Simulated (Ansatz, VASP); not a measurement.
Two plane-wave programs on Sn2F

```
Sn F
1.0
     4.61021    0.00000    0.00000
    -2.30511    3.99256    0.00000
     0.00000    0.00000    3.53033
Sn F
2 1
Direct
  0.33333 0.66667 0.23571
  0.66667 0.33333 0.76429
  0.00000 0.00000 0.00000
```

Alike in both runs: functional PBE; k mesh 6 × 6 × 4; occupations gaussian, width 0.1 eV; no spin polarisation.

Ansatz relaxed the structure, and its values are those at the end. VASP's run is a single point on that final structure, the one shown.

|  | VASP | Ansatz |
| --- | --- | --- |
| version | VASP 6.6.1 | Ansatz 0.2.0 |
| potentials or method | VASP PAW PBE potentials, release 64 (Sn_d, F), cutoff 520 eV | scalar-relativistic, plane waves, PAW |
| valence electrons in the cell | 35 | 35 |

Ansatz gave:

* gap on the k mesh at the Fermi level (eV): none
* pressure (GPa): 0.1

Estimate VASP's values.

gap on the k mesh at the Fermi level (eV): none; pressure (GPa): 0.0.

A gap of «none» marks a metal or a gap that the smearing closes.

The k mesh is coarse, so the values compare programs but aren't converged.
